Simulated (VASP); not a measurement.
# SrCl2 (R-3m) in VASP: notebook

The runs below take SrCl2 through single point, with LDA.

Everything below comes from runs of VASP 6.6.1. Logs are shortened: lines on timing, memory, paths and dates and some standing lists are left out, and cuts for length are marked.

**1. The cell of the first run**

The typed cell holds 3 atoms: a = 4.916 Å, b = 4.916 Å, c = 4.916 Å, α = 59.96°, β = 59.96°, γ = 59.96°.

**2. Single point, LDA**

File INCAR:

```
SYSTEM = SrCl2
PREC = Accurate
ENCUT = 500
EDIFF = 1E-6
ISMEAR = 0
SIGMA = 0.01
LREAL = .FALSE.
LASPH = .TRUE.
NELM = 120
ALGO = Normal
ISIF = 2
LWAVE = .FALSE.
LCHARG = .TRUE.
GGA = CA
LELF = .TRUE.
LVHAR = .TRUE.
NBANDS = 19
GGA_COMPAT = .FALSE.
```

File KPOINTS:

```
regular mesh
0
G
  2 2 2
  0 0 0
```

File POSCAR:

```
SrCl2
1.0
    2.4567214732      1.4183888039      4.0153159702
   -2.4567214732      1.4183888039      4.0153159702
    0.0000000000     -2.8367776077      4.0153159702
Sr Cl
1 2
Direct
    0.0000000000      0.0000000000      0.0000000000
    0.2499511378      0.2499511378      0.2499511378
    0.7500488622      0.7500488622      0.7500488622
```

Potentials or basis: VASP PAW LDA potentials, release 64 (Sr_sv, Cl).

Command:

```console
$ cat potpaw_LDA.64/Sr_sv/POTCAR potpaw_LDA.64/Cl/POTCAR > POTCAR
$ mpirun -np 1 vasp_std > vasp.out
```

OUTCAR:

```text
SYSTEM = SrCl2
   PREC = Accurate
   ENCUT = 500
   EDIFF = 1E-6
   ISMEAR = 0
   LREAL = .FALSE.
   LASPH = .TRUE.
   NELM = 120
   ISIF = 2
   GGA = CA

 ion  position               nearest neighbor table
   1  0.000  0.000  0.000-   3 3.01   2 3.01   3 3.01   3 3.01   2 3.01   2 3.01   3 3.01   2 3.01

   2  0.250  0.250  0.250-   1 3.01   1 3.01   1 3.01   1 3.01
   3  0.750  0.750  0.750-   1 3.01   1 3.01   1 3.01   1 3.01

  LATTYP: Found a trigonal (rhomboedric) cell.
 ALAT       =     4.9163064933
 COS(alpha) =     0.5005822894

  Lattice vectors:

 A1 = (   2.4567214732,   1.4183888039,   4.0153159702)
 A2 = (  -2.4567214732,   1.4183888039,   4.0153159702)
 A3 = (   0.0000000000,  -2.8367776077,   4.0153159702)

Analysis of symmetry for initial positions (statically):
=====================================================================
 Subroutine PRICEL returns:
 Original cell was already a primitive cell.

 Routine SETGRP: Setting up the symmetry group for a
 trigonal (rhombohedral) supercell.

 Subroutine GETGRP returns: Found 12 space group operations
 (whereof 12 operations were pure point group operations)
 out of a pool of 12 trial point group operations.

The static configuration has the point symmetry D_3d.

Analysis of symmetry for dynamics (positions and initial velocities):
=====================================================================
 Subroutine PRICEL returns:
 Original cell was already a primitive cell.

 Routine SETGRP: Setting up the symmetry group for a
 trigonal (rhombohedral) supercell.

 Subroutine GETGRP returns: Found 12 space group operations
 (whereof 12 operations were pure point group operations)
 out of a pool of 12 trial point group operations.

The dynamic configuration has the point symmetry D_3d.

 Subroutine INISYM returns: Found 12 space group operations
 (whereof 12 operations are pure point group operations),
 and found     1 'primitive' translations

----------------------------------------------------------------------------------------

                                     Primitive cell

  volume of cell :      83.9503

  direct lattice vectors                    reciprocal lattice vectors
     2.456721473  1.418388804  4.015315970     0.203523275  0.117504218  0.083015468
    -2.456721473  1.418388804  4.015315970    -0.203523275  0.117504218  0.083015468
     0.000000000 -2.836777608  4.015315970     0.000000000 -0.235008435  0.083015468

  length of vectors
     4.916306493  4.916306493  4.916306493     0.249239910  0.249239910  0.249239910

  position of ions in fractional coordinates (direct lattice)
     0.000000000  0.000000000  0.000000000
     0.249951138  0.249951138  0.249951138
     0.750048862  0.750048862  0.750048862

  ion indices of the primitive-cell ions
   primitive index   ion index
                 1           1
                 2           2
                 3           3

----------------------------------------------------------------------------------------

 KPOINTS: regular mesh

Automatic generation of k-mesh.
 Grid dimensions read from file:
 generate k-points for:    2    2    2

 Generating k-lattice:

  Cartesian coordinates                     Fractional coordinates (reciprocal lattice)
     0.101761638  0.058752109  0.041507734     0.500000000  0.000000000  0.000000000
    -0.101761638  0.058752109  0.041507734     0.000000000  0.500000000  0.000000000
     0.000000000 -0.117504218  0.041507734     0.000000000  0.000000000  0.500000000

  Length of vectors
     0.124619955  0.124619955  0.124619955

  Shift w.r.t. Gamma in fractional coordinates (k-lattice)
     0.000000000  0.000000000  0.000000000

 Subroutine IBZKPT returns following result:
 ===========================================

 Found      4 irreducible k-points:

 Following reciprocal coordinates:
            Coordinates               Weight
  0.000000  0.000000  0.000000      1.000000
  0.500000  0.000000  0.000000      3.000000
  0.500000  0.500000  0.000000      3.000000
  0.500000  0.500000  0.500000      1.000000
   k-points           NKPTS =      4   k-points in BZ     NKDIM =      4   number of bands    NBANDS=     19
   number of dos      NEDOS =    301   number of ions     NIONS =      3
   total plane-waves  NPLWV =  46656
   dimension x,y,z NGX =    36 NGY =   36 NGZ =   36
   dimension x,y,z NGXF=    72 NGYF=   72 NGZF=   72
   ions per type =               1   2
   NGX,Y,Z   is equivalent  to a cutoff of  12.17, 12.17, 12.17 a.u.
   NGXF,Y,Z  is equivalent  to a cutoff of  24.35, 24.35, 24.35 a.u.
 SYSTEM =  SrCl2
   PREC   = accura    normal or accurate (medium, high low for compatibility)
   ISTART =      0    job   : 0-new  1-cont  2-samecut
   ICHARG =      2    charge: 1-file 2-atom 10-const
   ISPIN  =      1    spin polarized calculation?
   LNONCOLLINEAR =      F non collinear calculations
   LSORBIT =      F    spin-orbit coupling
   LASPH  =      T    aspherical Exc in radial PAW
   ENCUT  =  500.0 eV  36.75 Ry    6.06 a.u.   8.96  8.96  8.96*2*pi/ulx,y,z
   NELM   =    120;   NELMIN=  2; NELMDL= -5     # of ELM steps
   EDIFF  = 0.1E-05   stopping-criterion for ELM
   LREAL  =      F    real-space projection
   EDIFFG = 0.1E-04   stopping-criterion for IOM
   NSW    =      0    number of steps for IOM
   IBRION =     -1    ionic relax: 0-MD 1-quasi-New 2-CG
   NFREE  =      0    steps in history (QN), initial steepest desc. (CG)
   ISIF   =      2    stress and relaxation
   ISYM   =      2    0-nonsym 1-usesym 2-fastsym
   POTIM  = 0.5000    time-step for ionic-motion
   TEBEG  =    0.0;   TEEND  =   0.0 temperature during run
   PSTRESS=    0.0 pullay stress
   NELECT =      24.0000    total number of electrons
   NUPDOWN=      -1.0000    fix difference up-down
   EMIN   =  10.00;   EMAX   =-10.00  energy-range for DOS
   EFERMI =   0.00;   METHOD = LEGACY
   ISMEAR =     0;   SIGMA  =   0.01  broadening in eV -4-tet -1-fermi 0-gaus
   EFERMI_NEDOS =   21; number of points for ismear=-14 and -15
   IALGO  =     38    algorithm
   IMIX   =      4    mixing-type and parameters
     AMIX     =   0.40;   BMIX     =  1.00
     AMIX_MAG =   1.60;   BMIX_MAG =  1.00
  volume/ion in A,a.u.               =      27.98       188.84
  Fermi-wavevector in a.u.,A,eV,Ry     =   1.078461  2.037996 15.824644  1.163079
  Thomas-Fermi vector in A             =   2.214400
   LORBIT       =      0    0 simple, 1 ext, 2 COOP (PROOUT), +10 PAW based schemes
   GGA     = CA    functional components
   LHFCALC =     F    Hartree Fock is set to
   AEXX    =    0.0000 exact exchange contribution
   IVDW    =     0    specifies the selected vdW correction
   LEPSILON=     F    determine dielectric tensor
   LRPA    =     F    only Hartree local field effects (RPA)
 non-spin polarized calculation
 Gauss-broadening in eV      SIGMA  =   0.01
  energy-cutoff  :      500.00
  volume of cell :       83.95
 maximum number of plane-waves:      2120
 NGX is ok and might be reduce to    36
   NGX = 17   NGY = 17   NGZ = 17

 number of electron      24.0000003 magnetization

 Free energy of the ion-electron system (eV)
  ---------------------------------------------------
  ext. energy  EPLUGINS =         0.00000000
  ---------------------------------------------------
  free energy    TOTEN  =       -13.99103602 eV

  energy without entropy =      -13.99103602  energy(sigma->0) =      -13.99103602

 E-fermi :   0.2092     XC(G=0):  -8.8444

 val. band max:        0.0557716978   @ k =   0.5000   0.5000   0.0000
 cond. band min:       4.9684980011   @ k =   0.0000   0.0000   0.0000
 fundamental gap:      4.9127263033
 Fermi energy:         0.2092349545

 k-point     1 :       0.0000    0.0000    0.0000
  band No.  band energies     occupation
      1     -32.6377      2.00000
      2     -14.7435      2.00000
      3     -14.7435      2.00000
      4     -14.7435      2.00000
      5     -13.2156      2.00000
      6     -12.3068      2.00000
      7      -2.1845      2.00000
      8      -2.1829      2.00000
      9      -2.1829      2.00000
     10      -0.2983      2.00000
     11      -0.2983      2.00000
     12      -0.2970      2.00000
     13       4.9685      0.00000
     14       5.8469      0.00000
     15       5.8469      0.00000
     16       8.7552      0.00000
     17       8.7652      0.00000
     18       8.7652      0.00000
     19       9.2892      0.00000

 k-point     2 :       0.5000    0.0000    0.0000
  band No.  band energies     occupation
      1     -32.6340      2.00000
      2     -15.0591      2.00000
      3     -14.7592      2.00000
      4     -14.7591      2.00000
      5     -12.7912      2.00000
      6     -12.3696      2.00000
      7      -1.6085      2.00000
      8      -1.6068      2.00000
      9      -1.5366      2.00000
     10      -1.3435      2.00000
     11      -1.0422      2.00000
     12      -1.0394      2.00000
     13       6.4796      0.00000
     14       6.4846      0.00000
     15       7.3688      0.00000
     16       7.5016      0.00000
     17       8.5409      0.00000
     18       8.5505      0.00000
     19       8.5542      0.00000

 k-point     3 :       0.5000    0.5000    0.0000
  band No.  band energies     occupation
      1     -32.6328      2.00000
      2     -15.1258      2.00000
      3     -14.7811      2.00000
      4     -14.7810      2.00000
      5     -12.6316      2.00000
      6     -12.3859      2.00000
      7      -2.8636      2.00000
      8      -1.9069      2.00000
      9      -1.9051      2.00000
     10      -0.3773      2.00000
     11      -0.3752      2.00000
     12       0.0558      2.00000
     13       5.1804      0.00000
     14       6.8724      0.00000
     15       7.4060      0.00000
     16       7.9062      0.00000
     17       7.9082      0.00000
     18       8.3925      0.00000
     19       9.6954      0.00000

 k-point     4 :       0.5000    0.5000    0.5000
  band No.  band energies     occupation
      1     -32.6341      2.00000
      2     -15.0588      2.00000
      3     -14.7591      2.00000
      4     -14.7591      2.00000
      5     -12.7904      2.00000
      6     -12.3707      2.00000
      7      -1.6065      2.00000
      8      -1.6065      2.00000
      9      -1.5364      2.00000
     10      -1.3433      2.00000
     11      -1.0414      2.00000
     12      -1.0414      2.00000
     13       6.4802      0.00000
     14       6.4802      0.00000
     15       7.3642      0.00000
     16       7.4996      0.00000
     17       8.5366      0.00000
     18       8.5511      0.00000
     19       8.5511      0.00000

------------------------ aborting loop because EDIFF is reached ----------------------------------------

  FORCE on cell =-STRESS in cart. coord.  units (eV):
  Direction    XX          YY          ZZ          XY          YZ          ZX
  --------------------------------------------------------------------------------------
  -------------------------------------------------------------------------------------
  Total       -1.0972774     -1.0972774     -1.1068849      0.0000000     -0.0000000     -0.0000000
  in kB      -20.9413565    -20.9413565    -21.1247151      0.0000000     -0.0000000     -0.0000000
  external PRESSURE =     -21.0024760 kB  Pullay stress =       0.0000000 kB

 VOLUME and BASIS-vectors are now :
 -----------------------------------------------------------------------------
  energy-cutoff  :      500.00
  volume of cell :       83.95
      direct lattice vectors                 reciprocal lattice vectors
     2.456721473  1.418388804  4.015315970     0.203523275  0.117504218  0.083015468
    -2.456721473  1.418388804  4.015315970    -0.203523275  0.117504218  0.083015468
     0.000000000 -2.836777608  4.015315970     0.000000000 -0.235008435  0.083015468

 POSITION                                       TOTAL-FORCE (eV/Angst)
 -----------------------------------------------------------------------------------
      0.00000      0.00000      0.00000         0.000000      0.000000     -0.000000
      0.00000      0.00000      3.01090         0.000000     -0.000000     -0.000064
      0.00000      0.00000      9.03505         0.000000      0.000000      0.000064
 -----------------------------------------------------------------------------------
    total drift:                               -0.000000      0.000000     -0.000000

  FREE ENERGIE OF THE ION-ELECTRON SYSTEM (eV)
  ---------------------------------------------------
  free  energy   TOTEN  =       -13.9910360203 eV

  energy  without entropy=      -13.9910360203  energy(sigma->0) =      -13.99103602
```

Wall time 7.3 s (1 thread of AMD EPYC 7R13 (Zen 3), shared host); peak memory 0.14 GiB.

Results:

```yaml
Free_energy: -13.9910 eV
Pressure: -2.1 GPa
Band_gap_on_the_k_mesh: 4.91 eV (least direct gap 5.12 eV)
```

Caveat: the k points lie up to 0.78 Å⁻¹ apart.

**3. Single point, LDA**

File INCAR:

```
ALGO     = Normal         # electronic algorithm
EDIFF    = 1E-6           # SCF threshold, eV
ENCUT    = 500            # plane-wave cutoff, eV
GGA      = CA             # functional
GGA_COMPAT= False        
ISIF     = 2              # what is computed and relaxed
ISMEAR   = 0              # smearing method
LASPH    = True           # aspherical terms in the spheres
LCHARG   = False          # write CHGCAR
LREAL    = False          # projectors in reciprocal space
LWAVE    = False          # write WAVECAR
NBANDS   = 19             # bands
NELM     = 120            # most SCF steps
PREC     = Accurate       # precision mode
SIGMA    = 0.01           # smearing width, eV
```

File KPOINTS:

```
k-points
0
Gamma
  2 2 2
```

POSCAR is that of step 2.

Potentials or basis: VASP PAW LDA potentials, release 64 (Sr_sv, Cl).

Command:

```console
$ cat potpaw_LDA.64/Sr_sv/POTCAR potpaw_LDA.64/Cl/POTCAR > POTCAR
$ mpirun -np 1 vasp_std > vasp.out
```

Wall time 6.8 s (1 thread of AMD EPYC 7R13 (Zen 3), shared host); peak memory 0.13 GiB.

Results (log left out):

```yaml
Free_energy: -13.9910 eV
Pressure: -2.1 GPa
Band_gap_on_the_k_mesh: 4.91 eV (least direct gap 5.12 eV)
```

Levels at points of the mesh, in eV from the valence-band top:
```csv
k point,band 10,band 11,band 12,band 13,band 14,band 15
"(0.00, 0.00, 0.00)",-0.35,-0.35,-0.35,4.91,5.79,5.79
"(0.50, 0.00, 0.00)",-1.40,-1.10,-1.10,6.42,6.43,7.31
"(0.50, 0.50, 0.00)",-0.43,-0.43,0.00,5.12,6.82,7.35
"(0.50, 0.50, 0.50)",-1.40,-1.10,-1.10,6.42,6.42,7.31
```

Caveat: the k points lie up to 0.78 Å⁻¹ apart.
